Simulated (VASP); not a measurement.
# TaN (P6_3/mmc) in VASP: single point with PBE+U

Aim: the single point of TaN with PBE+U.

Everything below comes from runs of VASP 6.6.1. Logs are shortened: lines on timing, memory, paths and dates and some standing lists are left out, and cuts for length are marked.

**1. The cell of the first run**

It takes space group P6_3/mmc (No. 194, hexagonal). Conventional cell: a = 3.048 Å, b = 3.048 Å, c = 4.918 Å, α = 90.00°, β = 90.00°, γ = 120.00°. Ta (site symmetry -3m) has 6 N at 2.15 Å and 2 Ta at 2.46 Å within 2.8 Å. N (site symmetry -6m2) has 6 Ta at 2.15 Å within 2.8 Å.

**2. Single point, PBE+U, collinear spin**

Contents of INCAR:

```
SYSTEM = TaN
ALGO     = Normal         ! electronic algorithm
EDIFF    = 1E-6           ! SCF threshold, eV
ENCUT    = 700            ! plane-wave cutoff, eV
GGA      = PE             ! functional
GGA_COMPAT= .FALSE.      
ISIF     = 2              ! what is computed and relaxed
ISMEAR   = 0              ! smearing method
ISPIN    = 2              ! spin polarisation
LASPH    = .TRUE.         ! aspherical terms in the spheres
LCHARG   = .FALSE.        ! write CHGCAR
LDAU     = .TRUE.         ! DFT+U
LDAUJ    = 0.9 0        
LDAUL    = 2 -1           ! shell
LDAUPRINT= 1            
LDAUTYPE = 1            
LDAUU    = 4 0            ! U, eV
LMAXMIX  = 4              ! l up to which the mixer works
LORBIT   = 11             ! projections on sites
LREAL    = .FALSE.        ! projectors in reciprocal space
LWAVE    = .FALSE.        ! write WAVECAR
MAGMOM   = 0.01 -0.01 0 0 ! initial moments
NBANDS   = 30             ! bands
NELM     = 200            ! most SCF steps
PREC     = Accurate       ! precision mode
SIGMA    = 0.05           ! smearing width, eV
```

Contents of KPOINTS:

```
k-points
0
G
  7 7 4
  0 0 0
```

Contents of POSCAR:

```
TaN
1.0
    3.0480018400      0.0000000000      0.0000000000
   -1.5240009200      2.6396470300      0.0000000000
    0.0000000000      0.0000000000      4.9179997800
Ta N
2 2
Direct
    0.0000000000      0.0000000000      0.0000000000
    0.0000000000      0.0000000000      0.5000000000
    0.3333333333      0.6666666667      0.2500000000
    0.6666666667      0.3333333333      0.7500000000
```

Potentials or basis: VASP PAW PBE potentials, release 64 (Ta_sv_GW, N).

Command:

```
$ cat potpaw_PBE.64/Ta_sv_GW/POTCAR potpaw_PBE.64/N/POTCAR > POTCAR
$ mpirun -np 1 vasp_std > vasp.out
```

OUTCAR:

```text
SYSTEM = TaN
   EDIFF = 1E-6
   ENCUT = 700
   GGA = PE
   ISIF = 2
   ISMEAR = 0
   ISPIN = 2
   LASPH = .TRUE.
   LORBIT = 11
   LREAL = .FALSE.
   NELM = 200
   PREC = Accurate

 ion  position               nearest neighbor table
   1  0.000  0.000  0.000-   3 2.15   4 2.15   4 2.15   3 2.15   4 2.15   3 2.15   2 2.46   2 2.46

   2  0.000  0.000  0.500-   3 2.15   4 2.15   4 2.15   3 2.15   4 2.15   3 2.15   1 2.46   1 2.46

   3  0.333  0.667  0.250-   1 2.15   2 2.15   1 2.15   2 2.15   1 2.15   2 2.15
   4  0.667  0.333  0.750-   1 2.15   2 2.15   1 2.15   2 2.15   1 2.15   2 2.15

  LATTYP: Found a hexagonal cell.
 ALAT       =     3.0480018400
 C/A-ratio  =     1.6135160142

  Lattice vectors:

 A1 = (   3.0480018400,   0.0000000000,   0.0000000000)
 A2 = (  -1.5240009200,   2.6396470300,   0.0000000000)
 A3 = (   0.0000000000,   0.0000000000,   4.9179997800)

Analysis of symmetry for initial positions (statically):
=====================================================================
 Subroutine PRICEL returns:
 Original cell was already a primitive cell.

 Routine SETGRP: Setting up the symmetry group for a
 hexagonal supercell.

 Subroutine GETGRP returns: Found 24 space group operations
 (whereof 12 operations were pure point group operations)
 out of a pool of 24 trial point group operations.

The static configuration has the point symmetry D_3d.
 The point group associated with its full space group is D_6h.

Analysis of symmetry for dynamics (positions and initial velocities):
=====================================================================
 Subroutine PRICEL returns:
 Original cell was already a primitive cell.

 Routine SETGRP: Setting up the symmetry group for a
 hexagonal supercell.

 Subroutine GETGRP returns: Found 24 space group operations
 (whereof 12 operations were pure point group operations)
 out of a pool of 24 trial point group operations.

The dynamic configuration has the point symmetry D_3d.
 The point group associated with its full space group is D_6h.

Analysis of structural, dynamic, and magnetic symmetry:
=====================================================================
 Subroutine PRICEL returns:
 Original cell was already a primitive cell.

[... 218 lines left out ...]
  o =  0.2543  v =  0.0000  0.0000  0.0000  0.0000  0.0000 -0.0000 -0.9094 -0.0000  0.0000  0.4158      0.0000  0.0000  0.0000  0.0000  0.0000  0.0000  0.0000  0.0000  0.0000  0.0000
  o =  0.3708  v =  0.0000 -0.0000  1.0000 -0.0000  0.0000  0.0000  0.0000  0.0000  0.0000  0.0000      0.0000  0.0000  0.0000  0.0000  0.0000  0.0000  0.0000  0.0000  0.0000  0.0000
  o =  0.3709  v =  0.0000  0.0000  0.0000  0.0000  0.0000  0.0000 -0.0000  1.0000 -0.0000  0.0000      0.0000  0.0000  0.0000  0.0000  0.0000  0.0000  0.0000  0.0000  0.0000  0.0000

 number of electron      36.0000001 magnetization      -0.0000000

 Free energy of the ion-electron system (eV)
  ---------------------------------------------------
  ext. energy  EPLUGINS =         0.00000000
  ---------------------------------------------------
  free energy    TOTEN  =       -40.32853749 eV

  energy without entropy =      -40.32630793  energy(sigma->0) =      -40.32742271

 E-fermi :  14.9139     XC(G=0): -14.1230

 val. band max:       14.9121214438   @ k =   0.4286   0.1429   0.2500
 cond. band min:      14.9574485791   @ k =   0.1429   0.0000   0.0000
 fundamental gap:      0.0453271353
 Fermi energy:        14.9138741782

 spin component 1

 k-point     1 :       0.0000    0.0000    0.0000
  band No.  band energies     occupation
      1     -54.6778      1.00000
      2     -54.3752      1.00000
      3     -22.8778      1.00000
      4     -21.0238      1.00000
      5     -21.0238      1.00000
      6     -20.6522      1.00000
[... 781 lines left out ...]
     29      25.5156      0.00000
     30      25.5156      0.00000
 Fermi energy:        14.9138741782

 spin component 2

 k-point     1 :       0.0000    0.0000    0.0000
  band No.  band energies     occupation
      1     -54.6778      1.00000
      2     -54.3752      1.00000
      3     -22.8778      1.00000
      4     -21.0238      1.00000
      5     -21.0238      1.00000
      6     -20.6522      1.00000
[... 781 lines left out ...]
     29      25.5156      0.00000
     30      25.5156      0.00000

------------------------ aborting loop because EDIFF is reached ----------------------------------------

  FORCE on cell =-STRESS in cart. coord.  units (eV):
  Direction    XX          YY          ZZ          XY          YZ          ZX
  --------------------------------------------------------------------------------------
  -------------------------------------------------------------------------------------
  Total        9.7922327      9.7922327     33.4938948     -0.0000000     -0.0000000      0.0000000
  in kB      396.4995687    396.4995705   1356.2090791     -0.0000000     -0.0000000      0.0000000
  external PRESSURE =     716.4027394 kB  Pullay stress =       0.0000000 kB

 VOLUME and BASIS-vectors are now :
 -----------------------------------------------------------------------------
  energy-cutoff  :      700.00
  volume of cell :       39.57
      direct lattice vectors                 reciprocal lattice vectors
     3.048001840  0.000000000  0.000000000     0.328083791  0.189419265  0.000000000
    -1.524000920  2.639647030  0.000000000     0.000000000  0.378838530  0.000000000
     0.000000000  0.000000000  4.917999780     0.000000000  0.000000000  0.203334698

 POSITION                                       TOTAL-FORCE (eV/Angst)
 -----------------------------------------------------------------------------------
      0.00000      0.00000      0.00000        -0.000000      0.000000      0.000000
      0.00000      0.00000      2.45900        -0.000000      0.000000      0.000000
     -0.00000      1.75976      1.22950        -0.000000      0.000000      0.000000
      1.52400      0.87988      3.68850         0.000000      0.000000     -0.000000
 -----------------------------------------------------------------------------------
    total drift:                                0.000000     -0.000000     -0.000000

  FREE ENERGIE OF THE ION-ELECTRON SYSTEM (eV)
  ---------------------------------------------------
  free  energy   TOTEN  =       -40.3285374946 eV

  energy  without entropy=      -40.3263079277  energy(sigma->0) =      -40.32742271

 total charge

# of ion       s       p       d       f       tot
--------------------------------------------------
    1        3.185   6.069   2.574   0.171  11.998
    2        3.185   6.069   2.574   0.171  11.998
    3        1.236   2.585   0.000   0.000   3.821
    4        1.236   2.585   0.000   0.000   3.821
--------------------------------------------------
tot          8.841  17.307   5.148   0.341  31.637

 magnetization (x)

# of ion       s       p       d       f       tot
--------------------------------------------------
    1       -0.000   0.000  -0.000  -0.000  -0.000
    2        0.000  -0.000   0.000   0.000   0.000
    3        0.000   0.000   0.000   0.000   0.000
    4        0.000   0.000   0.000   0.000   0.000
--------------------------------------------------
tot          0.000   0.000   0.000   0.000   0.000
```

OSZICAR:

```text
N       E                     dE             d eps       ncg     rms          rms(c)
DAV:   1     0.315648746506E+03    0.31565E+03   -0.26142E+04  2880   0.158E+03
DAV:   2    -0.299620887316E+02   -0.34561E+03   -0.33268E+03  3604   0.414E+02
DAV:   3    -0.478809778559E+02   -0.17919E+02   -0.17666E+02  3670   0.939E+01
DAV:   4    -0.483371553612E+02   -0.45618E+00   -0.45596E+00  3378   0.124E+01
DAV:   5    -0.483501322519E+02   -0.12977E-01   -0.12977E-01  3564   0.194E+00    0.822E+01
DAV:   6    -0.404208086061E+02    0.79293E+01   -0.16792E+01  3482   0.290E+01    0.909E+01
DAV:   7    -0.404937973593E+02   -0.72989E-01   -0.15335E+00  3080   0.705E+00    0.675E+01
DAV:   8    -0.403702926989E+02    0.12350E+00   -0.54658E-01  3392   0.509E+00    0.199E+01
DAV:   9    -0.403274863330E+02    0.42806E-01   -0.76850E-02  3218   0.207E+00    0.701E+00
DAV:  10    -0.403294817920E+02   -0.19955E-02   -0.67137E-03  3550   0.556E-01    0.109E+00
DAV:  11    -0.403286687420E+02    0.81305E-03   -0.10998E-03  3816   0.212E-01    0.164E+00
DAV:  12    -0.403285594632E+02    0.10928E-03   -0.62168E-04  3558   0.155E-01    0.137E+00
DAV:  13    -0.403285496065E+02    0.98567E-05   -0.87166E-05  3078   0.585E-02    0.800E-01
DAV:  14    -0.403285464581E+02    0.31484E-05   -0.35700E-06  2824   0.162E-02    0.494E-01
DAV:  15    -0.403285422112E+02    0.42469E-05   -0.20860E-06  2500   0.115E-02    0.287E-01
DAV:  16    -0.403285379508E+02    0.42604E-05   -0.46094E-06  2898   0.171E-02    0.771E-02
DAV:  17    -0.403285374946E+02    0.45618E-06   -0.72993E-07  1536   0.670E-03
   1 F= -.40328537E+02 E0= -.40327423E+02  d E =-.222957E-02  mag=    -0.0000
```

stdout:

```text
POSCAR found type information on POSCAR TaN
 POSCAR found :  2 types and       4 ions
 scaLAPACK will be used
 LDA part: xc-table for (Slater+PW92), standard interpolation
 POSCAR, INCAR and KPOINTS ok, starting setup
 FFT: planning ... GRIDC
 FFT: planning ... GRID_SOFT
 FFT: planning ... GRID
 WAVECAR not read
 entering main loop
```

Run time: 2.1 min. Hardware: 1 thread of Intel Xeon 6975P-C (Granite Rapids), shared host; peak memory 0.24 GiB.

Results:

```
Free energy                                           : -40.3285 eV
Pressure                                              : 71.6 GPa
Band gap on the k mesh                                : zero (filled and empty bands overlap)
Net moment                                            : 0.00 μB per cell
Valence electrons inside the program's atomic spheres : Ta 12.00; N 3.82
```

Stress tensor (GPa, compression positive):
```
 39.65   0.00   0.00
  0.00  39.65   0.00
  0.00   0.00 135.62
```

Eigenvalues of the final occupation matrices:
| site | spin | trace | eigenvalues |
| --- | --- | --- | --- |
| site 1 d | 1 | 1.31 | 0.22 0.22 0.25 0.25 0.37 |
| site 1 d | 2 | 1.31 | 0.22 0.22 0.25 0.25 0.37 |
| site 2 d | 1 | 1.31 | 0.22 0.22 0.25 0.25 0.37 |
| site 2 d | 2 | 1.31 | 0.22 0.22 0.25 0.25 0.37 |

Caveat: the stress differs along the axes, from 40 to 136 GPa; spin-orbit coupling is left out, which moves the levels of the heavy elements.

The gap in the log of VASP goes by the Fermi energy; the results here count the filled bands.